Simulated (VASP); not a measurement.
Al2Cu, 6 atoms in the cell. The structure is tetragonal, space group I4/mcm (No. 140). Conventional cell: a = 6.067 Å, b = 6.067 Å, c = 4.877 Å, α = 90.00°, β = 90.00°, γ = 90.00°. Within 3.4 Å of Al (site symmetry m2m) lie 4 Cu at 2.59 Å and 11 Al at 2.71 to 3.23 Å. Within 3.2 Å of Cu (site symmetry 422) lie 2 Cu at 2.44 Å and 8 Al at 2.59 Å. 

```yaml
Program: VASP 6.6.1
Task: relaxation of cell and atoms
Functional: PBE
Potentials_or_basis: VASP PAW PBE potentials, release 64 (Al, Cu)
Cutoff: 600 eV
k_mesh: 8 × 8 × 8
Occupations: fermi-dirac, width 0.1 eV
Spin: no spin polarisation
Dipole_correction: no
Further_INCAR_settings: ALGO = Normal; EDIFF = 1e-07; IBRION = 2; EDIFFG = -0.01; NSW = 80; ISIF = 3
```

Potentials or basis: VASP PAW PBE potentials, release 64 (Al, Cu).

The run is started by

```console
$ cat potpaw_PBE.64/Al/POTCAR potpaw_PBE.64/Cu/POTCAR > POTCAR
$ mpirun -np 1 vasp_std > vasp.out
```

Hardware: 1 thread of Intel(R) Xeon(R) Platinum 8559C (Emerald Rapids), with other jobs on the host.

Q: Estimate the wall time of this run.

A: It took 8.8 min on 1 thread of Intel(R) Xeon(R) Platinum 8559C (Emerald Rapids), with other jobs on the host, peak memory 0.32 GiB. Counts: scf iterations 58, k points 59, ion steps 8.
